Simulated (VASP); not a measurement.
A run of VASP 6.6.1:

The input INCAR:

```
PREC = Accurate ; ENCUT = 520
EDIFF = 1E-7 ; ISMEAR = 0
SIGMA = 0.1 ; LREAL = False
LASPH = True ; NELM = 80
ALGO = Fast ; ISIF = 2
LWAVE = False ; LCHARG = True
GGA = PE ; LELF = True
LVHAR = True ; NBANDS = 51
```

Contents of KPOINTS:

```
Automatic mesh
0
Gamma
  6 6 6
```

Contents of POSCAR:

```
Sn
1.0
    5.2914415563      3.0550152070      1.7474022691
   -5.2914415563      3.0550152070      1.7474022691
    0.0000000000     -6.1100304139      1.7474022691
Sn
6
Direct
    0.4362548131      0.2511318539      0.0652349984
    0.0652349984      0.4362548131      0.2511318539
    0.2511318539      0.0652349984      0.4362548131
    0.5637451869      0.7488681461      0.9347650016
    0.9347650016      0.5637451869      0.7488681461
    0.7488681461      0.9347650016      0.5637451869
```

Potentials or basis: VASP PAW PBE potentials, release 64 (Sn_d).

The run is started by

```sh
$ cat potpaw_PBE.64/Sn_d/POTCAR > POTCAR
$ mpirun -np 1 vasp_std > vasp.out
```

Hardware: 1 thread of AMD EPYC 9R45 96-Core Processor (Zen 5) (shared host).

**Question.** Estimate the wall time of this run.

**Answer.** Wall time 5.5 min on 1 thread of AMD EPYC 9R45 96-Core Processor (Zen 5) (shared host), peak memory 0.42 GiB. Counts: scf iterations 19, k points 40.
